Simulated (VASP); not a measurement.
A run of VASP 6.6.1:

File INCAR:

```
  PREC = Accurate
  ENCUT = 600
  EDIFF = 1E-6
  ISMEAR = 0
  SIGMA = 0.01
  LREAL = F
  LASPH = T
  NELM = 120
  ALGO = Normal
  ISIF = 2
  LWAVE = F
  LCHARG = F
  GGA = PE
  NBANDS = 11
  GGA_COMPAT = F
```

KPOINTS

```
regular mesh
0
Gamma
  8 8 8
```

The input POSCAR:

```
Mg2Si
1.0
    0.0000000000      3.1689705496      3.1689705496
    3.1689705496      0.0000000000      3.1689705496
    3.1689705496      3.1689705496      0.0000000000
Mg Si
2 1
Direct
    0.2500000000      0.2500000000      0.2500000000
    0.7500000000      0.7500000000      0.7500000000
    0.0000000000      0.0000000000      0.0000000000
```

Potentials or basis: VASP PAW PBE potentials, release 64 (Mg, Si).

Command:

```bash
$ cat potpaw_PBE.64/Mg/POTCAR potpaw_PBE.64/Si/POTCAR > POTCAR
$ mpirun -np 1 vasp_std > vasp.out
```

Hardware: 1 thread of Intel Xeon 8259CL (shared host).

Task: Estimate the wall time of this run.

Result: Run time: 42 s on 1 thread of Intel Xeon 8259CL, with other jobs on the host, peak memory 0.21 GiB. Counts: scf iterations 12, k points 29.
